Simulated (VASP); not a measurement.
# NaI (wurtzite type) (P6_3mc) in VASP: a series of runs

Runs on NaI (wurtzite type). Level: PBE. Tasks: single point, relaxation of cell and atoms.

Program: VASP 6.6.1. These are calculated values, not measurements. Logs are shortened: lines on timing, memory, paths and dates and some standing lists are left out, and cuts for length are marked.

## 1. The cell of the first run

Symmetry: P6_3mc, No. 186, hexagonal system. The conventional cell has a = 5.145 Å, b = 5.145 Å, c = 8.006 Å, α = 90.00°, β = 90.00°, γ = 120.00°. Within 4.1 Å of Na (site symmetry 3m) lie 4 I at 3.10 to 3.11 Å. I (site symmetry 3m) has 4 Na at 3.10 to 3.11 Å within 4.1 Å.

## 2. Single point, PBE

INCAR reads:

```
PREC     = Accurate       # precision mode
ENCUT    = 520            # plane-wave cutoff, eV
EDIFF    = 1E-6           # SCF threshold, eV
ISMEAR   = -1             # smearing method
SIGMA    = 0.08           # smearing width, eV
LREAL    = F              # projectors in reciprocal space
LASPH    = T              # aspherical terms in the spheres
NELM     = 100            # most SCF steps
ALGO     = Normal         # electronic algorithm
ISIF     = 2              # what is computed and relaxed
LWAVE    = F              # write WAVECAR
LCHARG   = F              # write CHGCAR
GGA      = PE             # functional
NBANDS   = 22             # bands
```

KPOINTS reads:

```
regular mesh
0
Gamma
  10 10 6
```

POSCAR reads:

```
NaI
1.0
    5.1452656430      0.0000000000      0.0000000000
   -2.5726328215      4.4559307560      0.0000000000
    0.0000000000      0.0000000000      8.0059904541
Na I
2 2
Direct
    0.3333333333      0.6666666667     -0.0063332689
    0.6666666667      0.3333333333      0.4936667311
    0.3333333333      0.6666666667      0.3823332689
    0.6666666667      0.3333333333      0.8823332689
```

Potentials or basis: VASP PAW PBE potentials, release 64 (Na_pv, I).

Launch:

```bash
$ cat potpaw_PBE.64/Na_pv/POTCAR potpaw_PBE.64/I/POTCAR > POTCAR
$ mpirun -np 1 vasp_std > vasp.out
```

OUTCAR:

```text
PREC = Accurate
   ENCUT = 520
   EDIFF = 1E-6
   ISMEAR = -1
   LREAL = F
   LASPH = T
   NELM = 100
   ISIF = 2
   GGA = PE

 ion  position               nearest neighbor table
   1  0.333  0.667  0.994-   4 3.10   4 3.10   4 3.10   3 3.11
   2  0.667  0.333  0.494-   3 3.10   3 3.10   3 3.10   4 3.11
   3  0.333  0.667  0.382-   2 3.10   2 3.10   2 3.10   1 3.11
   4  0.667  0.333  0.882-   1 3.10   1 3.10   1 3.10   2 3.11

  LATTYP: Found a hexagonal cell.
 ALAT       =     5.1452656430
 C/A-ratio  =     1.5559916649

  Lattice vectors:

 A1 = (   5.1452656430,   0.0000000000,   0.0000000000)
 A2 = (  -2.5726328215,   4.4559307560,   0.0000000000)
 A3 = (   0.0000000000,   0.0000000000,   8.0059904541)

Analysis of symmetry for initial positions (statically):
=====================================================================
 Subroutine PRICEL returns:
 Original cell was already a primitive cell.

 Routine SETGRP: Setting up the symmetry group for a
 hexagonal supercell.

 Subroutine GETGRP returns: Found 12 space group operations
 (whereof  6 operations were pure point group operations)
 out of a pool of 24 trial point group operations.

The static configuration has the point symmetry C_3v.
 The point group associated with its full space group is C_6v.

Analysis of symmetry for dynamics (positions and initial velocities):
=====================================================================
 Subroutine PRICEL returns:
 Original cell was already a primitive cell.

 Routine SETGRP: Setting up the symmetry group for a
 hexagonal supercell.

 Subroutine GETGRP returns: Found 12 space group operations
 (whereof  6 operations were pure point group operations)
 out of a pool of 24 trial point group operations.

The dynamic configuration has the point symmetry C_3v.
 The point group associated with its full space group is C_6v.

 Subroutine INISYM returns: Found 12 space group operations
 (whereof  6 operations are pure point group operations),
 and found     1 'primitive' translations

----------------------------------------------------------------------------------------

                                     Primitive cell

  volume of cell :     183.5529

  direct lattice vectors                    reciprocal lattice vectors
     5.145265643  0.000000000  0.000000000     0.194353425  0.112210002  0.000000000
    -2.572632822  4.455930756  0.000000000     0.000000000  0.224420004  0.000000000
     0.000000000  0.000000000  8.005990454     0.000000000  0.000000000  0.124906469

  length of vectors
     5.145265643  5.145265643  8.005990454     0.224420004  0.224420004  0.124906469

  position of ions in fractional coordinates (direct lattice)
     0.333333333  0.666666667  0.993666731
     0.666666667  0.333333333  0.493666731
     0.333333333  0.666666667  0.382333269
     0.666666667  0.333333333  0.882333269

  ion indices of the primitive-cell ions
   primitive index   ion index
                 1           1
                 2           2
                 3           3
                 4           4

----------------------------------------------------------------------------------------

 KPOINTS: regular mesh

Automatic generation of k-mesh.
 Grid dimensions read from file:
 generate k-points for:   10   10    6

 Generating k-lattice:

  Cartesian coordinates                     Fractional coordinates (reciprocal lattice)
     0.019435342  0.011221000  0.000000000     0.100000000  0.000000000  0.000000000
     0.000000000  0.022442000  0.000000000     0.000000000  0.100000000  0.000000000
     0.000000000  0.000000000  0.020817745     0.000000000  0.000000000  0.166666667

  Length of vectors
     0.022442000  0.022442000  0.020817745

  Shift w.r.t. Gamma in fractional coordinates (k-lattice)
     0.000000000  0.000000000  0.000000000

 Subroutine IBZKPT returns following result:
 ===========================================

 Found     56 irreducible k-points:

 Following reciprocal coordinates:
            Coordinates               Weight
  0.000000  0.000000  0.000000      1.000000
  0.100000 -0.000000  0.000000      6.000000
  0.200000 -0.000000  0.000000      6.000000
  0.300000 -0.000000  0.000000      6.000000
  0.400000 -0.000000  0.000000      6.000000
  0.500000 -0.000000  0.000000      3.000000
[... 16 lines left out ...]
  0.300000  0.100000  0.166667     24.000000
  0.400000  0.100000  0.166667     24.000000
 [... further k-points ...]
   k-points           NKPTS =     56   k-points in BZ     NKDIM =     56   number of bands    NBANDS=     22
   number of dos      NEDOS =    301   number of ions     NIONS =      4
   total plane-waves  NPLWV =  96000
   dimension x,y,z NGX =    40 NGY =   40 NGZ =   60
   dimension x,y,z NGXF=    80 NGYF=   80 NGZF=  120
   ions per type =               2   2
   NGX,Y,Z   is equivalent  to a cutoff of  12.92, 12.92, 12.46 a.u.
   NGXF,Y,Z  is equivalent  to a cutoff of  25.85, 25.85, 24.92 a.u.
 SYSTEM =  unknown system
   PREC   = accura    normal or accurate (medium, high low for compatibility)
   ISTART =      0    job   : 0-new  1-cont  2-samecut
   ICHARG =      2    charge: 1-file 2-atom 10-const
   ISPIN  =      1    spin polarized calculation?
   LNONCOLLINEAR =      F non collinear calculations
   LSORBIT =      F    spin-orbit coupling
   LASPH  =      T    aspherical Exc in radial PAW
   ENCUT  =  520.0 eV  38.22 Ry    6.18 a.u.   9.57  9.57 14.89*2*pi/ulx,y,z
   NELM   =    100;   NELMIN=  2; NELMDL= -5     # of ELM steps
   EDIFF  = 0.1E-05   stopping-criterion for ELM
   LREAL  =      F    real-space projection
   EDIFFG = 0.1E-04   stopping-criterion for IOM
   NSW    =      0    number of steps for IOM
   IBRION =     -1    ionic relax: 0-MD 1-quasi-New 2-CG
   NFREE  =      0    steps in history (QN), initial steepest desc. (CG)
   ISIF   =      2    stress and relaxation
   ISYM   =      2    0-nonsym 1-usesym 2-fastsym
   POTIM  = 0.5000    time-step for ionic-motion
   TEBEG  =    0.0;   TEEND  =   0.0 temperature during run
   PSTRESS=    0.0 pullay stress
   NELECT =      28.0000    total number of electrons
   NUPDOWN=      -1.0000    fix difference up-down
   EMIN   =  10.00;   EMAX   =-10.00  energy-range for DOS
   EFERMI =   0.00;   METHOD = LEGACY
   ISMEAR =    -1;   SIGMA  =   0.08  broadening in eV -4-tet -1-fermi 0-gaus
   EFERMI_NEDOS =   21; number of points for ismear=-14 and -15
   IALGO  =     38    algorithm
   IMIX   =      4    mixing-type and parameters
     AMIX     =   0.40;   BMIX     =  1.00
     AMIX_MAG =   1.60;   BMIX_MAG =  1.00
  volume/ion in A,a.u.               =      45.89       309.67
  Fermi-wavevector in a.u.,A,eV,Ry     =   0.874729  1.652999 10.410519  0.765152
  Thomas-Fermi vector in A             =   1.994301
   LORBIT       =      0    0 simple, 1 ext, 2 COOP (PROOUT), +10 PAW based schemes
   GGA     = PE    functional components
   LHFCALC =     F    Hartree Fock is set to
   AEXX    =    0.0000 exact exchange contribution
   IVDW    =     0    specifies the selected vdW correction
   LEPSILON=     F    determine dielectric tensor
   LRPA    =     F    only Hartree local field effects (RPA)
 non-spin polarized calculation
  energy-cutoff  :      520.00
  volume of cell :      183.55
 maximum number of plane-waves:      4997
 NGX is ok and might be reduce to    40
   NGX = 19   NGY = 19   NGZ = 29

 number of electron      28.0000007 magnetization

 Free energy of the ion-electron system (eV)
  ---------------------------------------------------
  ext. energy  EPLUGINS =         0.00000000
  ---------------------------------------------------
  free energy    TOTEN  =       -10.60468236 eV

  energy without entropy =      -10.60468236  energy(sigma->0) =      -10.60468236

 E-fermi :   0.6643     XC(G=0):  -6.3508

 val. band max:       -1.1729574265   @ k =   0.0000   0.0000   0.0000
 cond. band min:       2.5310617676   @ k =   0.0000   0.0000   0.0000
 fundamental gap:      3.7040191941
 Fermi energy:         0.6642834754

 k-point     1 :       0.0000    0.0000    0.0000
  band No.  band energies     occupation
      1     -23.4103      2.00000
      2     -23.4081      2.00000
      3     -23.4060      2.00000
      4     -23.4060      2.00000
      5     -23.4057      2.00000
      6     -23.4057      2.00000
[... 14 lines left out ...]
     21       6.9252      0.00000
     22       6.9252      0.00000

 k-point     2 :       0.1000   -0.0000    0.0000
  band No.  band energies     occupation
      1     -23.4102      2.00000
      2     -23.4081      2.00000
      3     -23.4061      2.00000
      4     -23.4061      2.00000
      5     -23.4058      2.00000
      6     -23.4057      2.00000
[... 14 lines left out ...]
     21       7.0451      0.00000
     22       7.0708      0.00000

 k-point     3 :       0.2000   -0.0000    0.0000
  band No.  band energies     occupation
      1     -23.4101      2.00000
      2     -23.4082      2.00000
      3     -23.4065      2.00000
      4     -23.4062      2.00000
      5     -23.4061      2.00000
      6     -23.4058      2.00000
[... 14 lines left out ...]
     21       6.8708      0.00000
     22       6.9996      0.00000
[... 476 lines left out ...]
 k-point    23 :       0.3000    0.1000    0.1667
  band No.  band energies     occupation
      1     -23.4097      2.00000
      2     -23.4086      2.00000
      3     -23.4070      2.00000
      4     -23.4069      2.00000
      5     -23.4063      2.00000
      6     -23.4059      2.00000
[... 14 lines left out ...]
     21       6.7847      0.00000
     22       7.7741      0.00000

 k-point    24 :       0.4000    0.1000    0.1667
  band No.  band energies     occupation
      1     -23.4095      2.00000
      2     -23.4088      2.00000
      3     -23.4073      2.00000
      4     -23.4071      2.00000
      5     -23.4064      2.00000
      6     -23.4060      2.00000
[... 14 lines left out ...]
     21       6.9590      0.00000
     22       8.1570      0.00000

 [... further k-points ...]

------------------------ aborting loop because EDIFF is reached ----------------------------------------

  FORCE on cell =-STRESS in cart. coord.  units (eV):
  Direction    XX          YY          ZZ          XY          YZ          ZX
  --------------------------------------------------------------------------------------
  -------------------------------------------------------------------------------------
  Total       -0.0043534     -0.0043534     -0.0171879      0.0000000      0.0000000      0.0000000
  in kB       -0.0379999     -0.0379999     -0.1500280      0.0000000      0.0000000      0.0000000
  external PRESSURE =      -0.0753426 kB  Pullay stress =       0.0000000 kB

 VOLUME and BASIS-vectors are now :
 -----------------------------------------------------------------------------
  energy-cutoff  :      520.00
  volume of cell :      183.55
      direct lattice vectors                 reciprocal lattice vectors
     5.145265643  0.000000000  0.000000000     0.194353425  0.112210002  0.000000000
    -2.572632822  4.455930756  0.000000000     0.000000000  0.224420004  0.000000000
     0.000000000  0.000000000  8.005990454     0.000000000  0.000000000  0.124906469

 POSITION                                       TOTAL-FORCE (eV/Angst)
 -----------------------------------------------------------------------------------
     -0.00000      2.97062      7.95529        -0.000000     -0.000000     -0.000112
      2.57263      1.48531      3.95229         0.000000      0.000000     -0.000112
     -0.00000      2.97062      3.06096        -0.000000      0.000000      0.000112
      2.57263      1.48531      7.06395         0.000000      0.000000      0.000112
 -----------------------------------------------------------------------------------
    total drift:                               -0.000000     -0.000000      0.000888

  FREE ENERGIE OF THE ION-ELECTRON SYSTEM (eV)
  ---------------------------------------------------
  free  energy   TOTEN  =       -10.6046823614 eV

  energy  without entropy=      -10.6046823613  energy(sigma->0) =      -10.60468236
```

Run time: 2.2 min. Hardware: 1 thread of Intel Xeon Platinum 8559C (Emerald Rapids), shared host; peak memory 0.4 GiB.

What came out:

```yaml
Free_energy: -10.6047 eV
Pressure: 0.0 GPa
Band_gap_on_the_k_mesh: 3.70 eV
```

Levels at points of the mesh, in eV from the valence-band top:
| k point | band 11 | band 12 | band 13 | band 14 | band 15 | band 16 | band 17 | band 18 |
| --- | --- | --- | --- | --- | --- | --- | --- | --- |
| (0.00, 0.00, 0.00) | -0.29 | -0.12 | -0.12 | 0.00 | 3.70 | 5.14 | 7.51 | 7.51 |
| (0.50, 0.00, 0.00) | -0.71 | -0.52 | -0.33 | -0.22 | 5.51 | 5.62 | 6.06 | 7.16 |
| (0.00, 0.00, 0.50) | -0.21 | -0.21 | -0.21 | -0.21 | 4.77 | 4.77 | 7.28 | 7.28 |
| (0.50, 0.00, 0.50) | -0.38 | -0.38 | -0.30 | -0.30 | 5.38 | 5.38 | 6.64 | 6.64 |

Caveat: spin-orbit coupling is left out, which moves the levels of the heavy elements.

(Continued in part 2 of 2.)
